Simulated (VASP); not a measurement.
# Tl (P6_3/mmc) in VASP: further runs, part 2 of 2

VASP 6.6.1.

## (3) Single point, PBE (strain +0.050 along x and y, -0.025 along z)

Contents of INCAR:

```
SYSTEM = Tl
PREC = Accurate ; ENCUT = 520
EDIFF = 1E-7 ; ISMEAR = 0
SIGMA = 0.15 ; LREAL = .FALSE.
LASPH = .TRUE. ; NELM = 60
ALGO = Fast ; ISIF = 2
LWAVE = .FALSE. ; LCHARG = .TRUE.
GGA = PE ; LELF = .TRUE.
LVHAR = .TRUE. ; NBANDS = 20
```

Contents of KPOINTS:

```
Automatic mesh
0
G
  18 18 10
  0 0 0
```

Contents of POSCAR:

```
Tl
1.0
    3.6287982743      0.0000000000      0.0000000000
   -1.8143991372      3.1426314908      0.0000000000
    0.0000000000      0.0000000000      5.3868750000
Tl
2
Direct
    0.3333333333      0.6666666667      0.2500000000
    0.6666666667      0.3333333333      0.7500000000
```

Potentials or basis: VASP PAW PBE potentials, release 64 (Tl_d).

Command:

```sh
> cat potpaw_PBE.64/Tl_d/POTCAR > POTCAR
> mpirun -np 1 vasp_std > vasp.out
```

Wall time 2.7 min (1 thread of Intel Xeon Platinum 8488C (Sapphire Rapids), shared host); peak memory 0.33 GiB.

It converged, with:

- Free energy: -4.4437 eV
- Pressure: 0.8 GPa
- Band gap on the k mesh: zero (band 13 reaches 9.97 eV, above the bottom of band 14 at 3.80 eV)

Stress tensor (GPa, compression positive):
```
0.35 0.00 0.00
0.00 0.35 0.00
0.00 0.00 1.85
```

Levels at points of the mesh, in eV from the Fermi level:
| k point | band 9 | band 10 | band 11 | band 12 | band 13 | band 14 | band 15 | band 16 | band 17 | band 18 |
| --- | --- | --- | --- | --- | --- | --- | --- | --- | --- | --- |
| (0.00, 0.00, 0.00) | -11.10 | -11.10 | -9.60 | -4.47 | -2.31 | 6.67 | 6.67 | 8.81 | 8.81 | 9.59 |
| (0.50, 0.00, 0.00) | -11.12 | -11.03 | -6.01 | -4.80 | -0.42 | 1.05 | 1.40 | 3.15 | 3.79 | 7.32 |
| (0.00, 0.00, 0.50) | -11.19 | -11.19 | -8.13 | -8.13 | 4.11 | 4.11 | 7.72 | 7.72 | 7.72 | 7.72 |
| (0.50, 0.00, 0.50) | -11.10 | -11.10 | -4.92 | -4.92 | -2.06 | -2.06 | 4.92 | 4.92 | 6.15 | 6.15 |

Caveat: the cell differs from its parent crystal (strain +0.050 along x and y, -0.025 along z); spin-orbit coupling is left out, which moves the levels of the heavy elements.

## (4) Single point, PBE (strain +0.025 along x and y, +0.025 along z)

Contents of INCAR:

```
SYSTEM = Tl
  PREC = Accurate
  ENCUT = 520
  EDIFF = 1E-6
  ISMEAR = 0
  SIGMA = 0.15
  LREAL = .FALSE.
  LASPH = .TRUE.
  NELM = 60
  ALGO = Fast
  ISIF = 2
  LWAVE = .FALSE.
  LCHARG = .FALSE.
  GGA = PE
  NBANDS = 20
```

KPOINTS is that of step 3.

Contents of POSCAR:

```
Tl
1.0
    3.5423983154      0.0000000000      0.0000000000
   -1.7711991577      3.0678069315      0.0000000000
    0.0000000000      0.0000000000      5.6631250000
Tl
2
Direct
    0.3333333333      0.6666666667      0.2500000000
    0.6666666667      0.3333333333      0.7500000000
```

Command:

```sh
> cat potpaw_PBE.64/Tl_d/POTCAR > POTCAR
> mpirun -np 1 vasp_std > vasp.out
```

Run time: 2 min. Hardware: 1 thread of Intel Xeon Platinum 8488C (Sapphire Rapids), shared host; peak memory 0.33 GiB.

It converged, with:

```
Free energy            : -4.4565 eV
Pressure               : 0.5 GPa
Band gap on the k mesh : zero (band 13 reaches 9.06 eV, above the bottom of band 14 at 3.80 eV)
```

Stress tensor (GPa, compression positive):
```
0.63 0.00 0.00
0.00 0.63 0.00
0.00 0.00 0.21
```

Levels at points of the mesh, in eV from the Fermi level:
```tsv
k point	band 10	band 11	band 12	band 13	band 14	band 15	band 16	band 17
(0.00, 0.00, 0.00)	-11.13	-9.59	-5.17	-2.57	7.48	7.48	9.40	9.40
(0.50, 0.00, 0.00)	-11.08	-5.74	-4.63	-0.80	0.50	1.32	3.62	3.72
(0.00, 0.00, 0.50)	-11.22	-8.26	-8.26	3.09	3.09	8.39	8.39	8.39
(0.50, 0.00, 0.50)	-11.10	-4.80	-4.80	-2.06	-2.06	5.26	5.26	5.75
```

Caveat: the cell differs from its parent crystal (strain +0.025 along x and y, +0.025 along z); spin-orbit coupling is left out, which moves the levels of the heavy elements.

## (5) Single point, PBE (strain +0.050 along x and y, +0.000 along z)

Contents of INCAR:

```
PREC = Accurate
ENCUT = 520
EDIFF = 1E-6
ISMEAR = 0
SIGMA = 0.15
LREAL = False
LASPH = True
NELM = 80
ALGO = Fast
ISIF = 2
LWAVE = False
LCHARG = False
GGA = PE
NBANDS = 20
```

Contents of KPOINTS:

```
regular mesh
0
Gamma
  18 18 10
```

Contents of POSCAR:

```
Tl
1.0
    3.6287982743      0.0000000000      0.0000000000
   -1.8143991372      3.1426314908      0.0000000000
    0.0000000000      0.0000000000      5.5250000000
Tl
2
Direct
    0.3333333333      0.6666666667      0.2500000000
    0.6666666667      0.3333333333      0.7500000000
```

Command:

```sh
> cat potpaw_PBE.64/Tl_d/POTCAR > POTCAR
> mpirun -np 1 vasp_std > vasp.out
```

It took 2.2 min on 1 thread of Intel Xeon Platinum 8488C (Sapphire Rapids), shared host; peak memory 0.34 GiB.

The run converged. Its results:

* Free energy: -4.4562 eV
* Pressure: 0.0 GPa
* Band gap on the k mesh: zero (band 13 reaches 9.28 eV, above the bottom of band 14 at 3.64 eV)

Stress tensor (GPa, compression positive):
```
-0.27  0.00  0.00
 0.00 -0.27  0.00
 0.00  0.00  0.54
```

Levels at points of the mesh, in eV from the Fermi level:
```tsv
k point	band 11	band 12	band 13	band 14	band 15	band 16
(0.00, 0.00, 0.00)	-9.43	-4.73	-2.31	6.81	6.81	8.82
(0.50, 0.00, 0.00)	-5.89	-4.71	-0.57	0.86	1.36	3.31
(0.00, 0.00, 0.50)	-8.05	-8.05	3.66	3.66	7.79	7.79
(0.50, 0.00, 0.50)	-4.88	-4.88	-1.97	-1.97	4.96	4.96
```

Caveat: the cell differs from its parent crystal (strain +0.050 along x and y, +0.000 along z); spin-orbit coupling is left out, which moves the levels of the heavy elements.

## (6) Overview

```csv
cell,further INCAR settings,gap on the mesh (eV),pressure (GPa)
"a = 3.542, b = 3.542, c = 5.525 Å, angles 90.0, 90.0, 120.0°, 2 atoms",ALGO = Fast; EDIFF = 1e-06; NBANDS = 20,none,1.4
"a = 3.629, b = 3.629, c = 5.387 Å, angles 90.0, 90.0, 120.0°, 2 atoms",ALGO = Fast; EDIFF = 1e-07; NBANDS = 20,none,0.8
"a = 3.542, b = 3.542, c = 5.663 Å, angles 90.0, 90.0, 120.0°, 2 atoms",ALGO = Fast; EDIFF = 1e-06; NBANDS = 20,none,0.5
"a = 3.629, b = 3.629, c = 5.525 Å, angles 90.0, 90.0, 120.0°, 2 atoms",ALGO = Fast; EDIFF = 1e-06; NBANDS = 20,none,0.0
```

Alike in all rows: task single point; level PBE; potentials or basis VASP PAW PBE potentials, release 64 (Tl_d); no spin polarisation; k mesh 18 × 18 × 10; cutoff (eV) 520; smearing gaussian 0.15 eV.

Caveats: spin-orbit coupling is left out, which moves the levels of the heavy elements.

Total energies depend on the potentials used, so only differences within one code and one set of settings carry meaning.
